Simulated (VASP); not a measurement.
# Be (Im-3m) in VASP: single point with PBE

Aim: the single point of Be with PBE.

Everything below comes from runs of VASP 6.6.1. Logs are shortened: lines on timing, memory, paths and dates and some standing lists are left out, and cuts for length are marked.

**1. The cell of the first run**

It takes space group Im-3m (No. 229, cubic). The conventional cell has a = 2.500 Å, b = 2.500 Å, c = 2.500 Å, α = 90.00°, β = 90.00°, γ = 90.00°. Within 2.9 Å of Be (site symmetry m-3m) lie 14 Be at 2.17 to 2.50 Å.

This isn't the form of Be at room conditions, which is hcp.

**2. Single point, PBE, non-collinear spin, zero start, spin-orbit coupling**

Contents of POSCAR:

```
Be
1.0
   -1.2502210577      1.2502210577      1.2502210577
    1.2502210577     -1.2502210577      1.2502210577
    1.2502210577      1.2502210577     -1.2502210577
Be
1
Direct
    0.0000000000      0.0000000000      0.0000000000
```

Contents of INCAR.step1:

```
  ALGO = Normal
  EDIFF = 1E-7
  ENCUT = 520
  GGA = PE
  GGA_COMPAT = False
  ISIF = 2
  ISMEAR = 0
  LASPH = True
  LCHARG = True
  LNONCOLLINEAR = True
  LORBMOM = True
  LREAL = False
  LSORBIT = True
  LWAVE = False
  MAGMOM = 0 0 0
  NBANDS = 13
  NELM = 150
  PREC = Accurate
  SIGMA = 0.05
```

Contents of KPOINTS.step1:

```
k-points
0
Gamma
  24 24 24
```

Contents of INCAR.step2:

```
  ALGO = Normal
  EDIFF = 1E-7
  ENCUT = 520
  GGA = PE
  GGA_COMPAT = False
  ICHARG = 11
  ISIF = 2
  ISMEAR = -5
  LASPH = True
  LCHARG = False
  LNONCOLLINEAR = True
  LORBIT = 10
  LORBMOM = True
  LREAL = False
  LSORBIT = True
  LWAVE = False
  MAGMOM = 0 0 0
  NBANDS = 13
  NEDOS = 2001
  NELM = 150
  PREC = Accurate
  SIGMA = 0.05
```

Contents of KPOINTS.step2:

```
k-points
0
Gamma
  36 36 36
```

Potentials or basis: VASP PAW PBE potentials, release 64 (Be).

Command:

```console
> cat potpaw_PBE.64/Be/POTCAR > POTCAR
> cp INCAR.step1 INCAR
> cp KPOINTS.step1 KPOINTS
> mpirun -np 1 vasp_ncl > vasp.out
> cp INCAR.step2 INCAR
> cp KPOINTS.step2 KPOINTS
> mpirun -np 1 vasp_ncl > vasp.out
```

OUTCAR:

```text
EDIFF = 1E-7
   ENCUT = 520
   GGA = PE
   ICHARG = 11
   ISIF = 2
   ISMEAR = -5
   LASPH = True
   LNONCOLLINEAR = True
   LORBIT = 10
   LREAL = False
   LSORBIT = True
   NELM = 150
   PREC = Accurate

 ion  position               nearest neighbor table
   1  0.000  0.000  0.000-

  LATTYP: Found a body centered cubic cell.
 ALAT       =     2.5004421154

  Lattice vectors:

 A1 = (  -1.2502210577,   1.2502210577,   1.2502210577)
 A2 = (   1.2502210577,  -1.2502210577,   1.2502210577)
 A3 = (   1.2502210577,   1.2502210577,  -1.2502210577)

Analysis of symmetry for initial positions (statically):
=====================================================================
 Subroutine PRICEL returns:
 Original cell was already a primitive cell.

 Routine SETGRP: Setting up the symmetry group for a
 body centered cubic supercell.

 Subroutine GETGRP returns: Found 48 space group operations
 (whereof 48 operations were pure point group operations)
 out of a pool of 48 trial point group operations.

The static configuration has the point symmetry O_h .

Analysis of symmetry for dynamics (positions and initial velocities):
=====================================================================
 Subroutine PRICEL returns:
 Original cell was already a primitive cell.

 Routine SETGRP: Setting up the symmetry group for a
 body centered cubic supercell.

 Subroutine GETGRP returns: Found 48 space group operations
 (whereof 48 operations were pure point group operations)
 out of a pool of 48 trial point group operations.

The dynamic configuration has the point symmetry O_h .

Analysis of structural, dynamic, and magnetic symmetry:
=====================================================================
 Subroutine PRICEL returns:
 Original cell was already a primitive cell.

 Routine SETGRP: Setting up the symmetry group for a
 body centered cubic supercell.

 Subroutine GETGRP returns: Found 48 space group operations
 (whereof 48 operations were pure point group operations)
 out of a pool of 48 trial point group operations.

The overall configuration has the point symmetry O_h .

 Subroutine INISYM returns: Found 48 space group operations
 (whereof 48 operations are pure point group operations),
 and found     1 'primitive' translations

----------------------------------------------------------------------------------------

                                     Primitive cell

  volume of cell :       7.8166

  direct lattice vectors                    reciprocal lattice vectors
    -1.250221058  1.250221058  1.250221058     0.000000000  0.399929274  0.399929274
     1.250221058 -1.250221058  1.250221058     0.399929274  0.000000000  0.399929274
     1.250221058  1.250221058 -1.250221058     0.399929274  0.399929274  0.000000000

  length of vectors
     2.165446393  2.165446393  2.165446393     0.565585403  0.565585403  0.565585403

  position of ions in fractional coordinates (direct lattice)
     0.000000000  0.000000000  0.000000000

  ion indices of the primitive-cell ions
   primitive index   ion index
                 1           1

----------------------------------------------------------------------------------------

 KPOINTS: k-points

Automatic generation of k-mesh.
 Grid dimensions read from file:
 generate k-points for:   36   36   36

 Generating k-lattice:

  Cartesian coordinates                     Fractional coordinates (reciprocal lattice)
     0.000000000  0.011109147  0.011109147     0.027777778  0.000000000  0.000000000
     0.011109147  0.000000000  0.011109147     0.000000000  0.027777778  0.000000000
     0.011109147  0.011109147  0.000000000     0.000000000  0.000000000  0.027777778

  Length of vectors
     0.015710706  0.015710706  0.015710706

  Shift w.r.t. Gamma in fractional coordinates (k-lattice)
     0.000000000  0.000000000  0.000000000

 TETIRR: Found  56660 inequivalent tetrahedra from   279936
[... 52 lines left out ...]
   LREAL  =      F    real-space projection
   EDIFFG = 0.1E-05   stopping-criterion for IOM
   NSW    =      0    number of steps for IOM
   IBRION =     -1    ionic relax: 0-MD 1-quasi-New 2-CG
   NFREE  =      0    steps in history (QN), initial steepest desc. (CG)
   ISIF   =      2    stress and relaxation
   ISYM   =      2    0-nonsym 1-usesym 2-fastsym
   POTIM  = 0.5000    time-step for ionic-motion
   TEBEG  =    0.0;   TEEND  =   0.0 temperature during run
   PSTRESS=    0.0 pullay stress
   NELECT =       2.0000    total number of electrons
   NUPDOWN=      -1.0000    fix difference up-down
   EMIN   =  10.00;   EMAX   =-10.00  energy-range for DOS
   EFERMI =   0.00;   METHOD = LEGACY
   ISMEAR =    -5;   SIGMA  =   0.05  broadening in eV -4-tet -1-fermi 0-gaus
   EFERMI_NEDOS =   21; number of points for ismear=-14 and -15
   IALGO  =     38    algorithm
   IMIX   =      4    mixing-type and parameters
     AMIX     =   0.40;   BMIX     =  1.00
     AMIX_MAG =   1.60;   BMIX_MAG =  1.00
  volume/ion in A,a.u.               =       7.82        52.75
  Fermi-wavevector in a.u.,A,eV,Ry     =   1.039309  1.964009 14.696513  1.080163
  Thomas-Fermi vector in A             =   2.173833
   LORBIT       =     10    0 simple, 1 ext, 2 COOP (PROOUT), +10 PAW based schemes
   GGA     = PE    functional components
   LHFCALC =     F    Hartree Fock is set to
   AEXX    =    0.0000 exact exchange contribution
   IVDW    =     0    specifies the selected vdW correction
   LEPSILON=     F    determine dielectric tensor
   LRPA    =     F    only Hartree local field effects (RPA)
 Fermi weights with tetrahedron method with Bloechl corrections
  energy-cutoff  :      520.00
  volume of cell :        7.82
 maximum number of plane-waves:       472

 number of electron       2.0000000 magnetization       0.0000000     -0.0000000      0.0000000

 Free energy of the ion-electron system (eV)
  ---------------------------------------------------
  ext. energy  EPLUGINS =         0.00000000
  ---------------------------------------------------
  free energy    TOTEN  =        -3.66698531 eV

  energy without entropy =       -3.66698531  energy(sigma->0) =       -3.66698531

 E-fermi :   8.0336     XC(G=0): -10.6497

 val. band max:        8.0426662840   @ k =  -0.4444  -0.4444   0.2778
 cond. band min:       7.9631693570   @ k =   0.3056   0.2500   0.1389
 fundamental gap:     -0.0794969271
 Fermi energy:         8.0336430574

 k-point     1 :       0.0000    0.0000    0.0000
  band No.  band energies     occupation
      1      -4.2960      1.00000
      2      -4.2960      1.00000
      3      27.4297      0.00000
      4      27.4297      0.00000
      5      27.4354      0.00000
      6      27.4354      0.00000
      7      27.4354      0.00000
      8      27.4354      0.00000
      9      38.8180      0.00000
     10      38.8180      0.00000
     11      38.8180      0.00000
     12      38.8180      0.00000
     13      38.8182      0.00000
[... 354 lines left out ...]
  band No.  band energies     occupation
      1      -3.4535      1.00000
      2      -3.4535      1.00000
      3      23.3794      0.00000
      4      23.3794      0.00000
      5      24.8805      0.00000
      6      24.8805      0.00000
      7      26.3931      0.00000
      8      26.3931      0.00000
      9      34.1526      0.00000
     10      34.1526      0.00000
     11      34.2069      0.00000
     12      34.2069      0.00000
     13      38.9980      0.00000

 [... further k-points ...]

------------------------ aborting loop because EDIFF is reached ----------------------------------------

  FORCE on cell =-STRESS in cart. coord.  units (eV):
  Direction    XX          YY          ZZ          XY          YZ          ZX
  --------------------------------------------------------------------------------------
  -------------------------------------------------------------------------------------
  Total        0.0065133      0.0065133      0.0065133      0.0000000     -0.0000000      0.0000000
  in kB        1.3350208      1.3350208      1.3350208      0.0000000     -0.0000000      0.0000000
  external PRESSURE =       1.3350208 kB  Pullay stress =       0.0000000 kB

 VOLUME and BASIS-vectors are now :
 -----------------------------------------------------------------------------
  energy-cutoff  :      520.00
  volume of cell :        7.82
      direct lattice vectors                 reciprocal lattice vectors
    -1.250221058  1.250221058  1.250221058     0.000000000  0.399929274  0.399929274
     1.250221058 -1.250221058  1.250221058     0.399929274  0.000000000  0.399929274
     1.250221058  1.250221058 -1.250221058     0.399929274  0.399929274  0.000000000

 POSITION                                       TOTAL-FORCE (eV/Angst)
 -----------------------------------------------------------------------------------
      0.00000      0.00000      0.00000         0.000000      0.000000      0.000000
 -----------------------------------------------------------------------------------
    total drift:                               -0.000000     -0.000000     -0.000000

  FREE ENERGIE OF THE ION-ELECTRON SYSTEM (eV)
  ---------------------------------------------------
  free  energy   TOTEN  =        -3.6669853072 eV

  energy  without entropy=       -3.6669853072  energy(sigma->0) =       -3.66698531

 orbital moment (x)

 # of ion     p       tot
 --------------------------------
  1         0.000   0.000
 --------------------------------
            0.000   0.000

 orbital moment (y)

 # of ion     p       tot
 --------------------------------
  1         0.000   0.000
 --------------------------------
            0.000   0.000

 orbital moment (z)

 # of ion     p       tot
 --------------------------------
  1         0.000   0.000
 --------------------------------
            0.000   0.000

 Spin-Orbit-Coupling matrix elements

 Ion:    1  E_soc:     -0.0000004
 l=   1
     0.0000000    -0.0000001    -0.0000001
    -0.0000001     0.0000000    -0.0000001
    -0.0000001    -0.0000001     0.0000000
 l=   2
     0.0000000     0.0000000     0.0000000     0.0000000     0.0000000
     0.0000000     0.0000000     0.0000000     0.0000000     0.0000000
     0.0000000     0.0000000     0.0000000     0.0000000     0.0000000
     0.0000000     0.0000000     0.0000000     0.0000000     0.0000000
     0.0000000     0.0000000     0.0000000     0.0000000     0.0000000
 l=   3
     0.0000000     0.0000000     0.0000000     0.0000000     0.0000000     0.0000000     0.0000000
     0.0000000     0.0000000     0.0000000     0.0000000     0.0000000     0.0000000     0.0000000
     0.0000000     0.0000000     0.0000000     0.0000000     0.0000000     0.0000000     0.0000000
     0.0000000     0.0000000     0.0000000     0.0000000     0.0000000     0.0000000     0.0000000
     0.0000000     0.0000000     0.0000000     0.0000000     0.0000000     0.0000000     0.0000000
     0.0000000     0.0000000     0.0000000     0.0000000     0.0000000     0.0000000     0.0000000
     0.0000000     0.0000000     0.0000000     0.0000000     0.0000000     0.0000000     0.0000000

 total charge

# of ion       s       p       d       tot
------------------------------------------
    1        0.392   0.782   0.000   1.174

 magnetization (x)

# of ion       s       p       d       tot
------------------------------------------
    1        0.000   0.000   0.000   0.000

 magnetization (y)

# of ion       s       p       d       tot
------------------------------------------
    1       -0.000  -0.000   0.000  -0.000

 magnetization (z)

# of ion       s       p       d       tot
------------------------------------------
    1       -0.000  -0.000   0.000  -0.000
```

It took 1.7 min on 1 thread of Intel Xeon 6975P-C (Granite Rapids), shared host; peak memory 0.4 GiB.

What came out:

* Net moment: 0.00 μB per cell
* Valence electrons inside the program's atomic spheres: Be 1.17

Moments on the atoms (μB; x, y, z):
```
Be  0.00 0.00 0.00
```
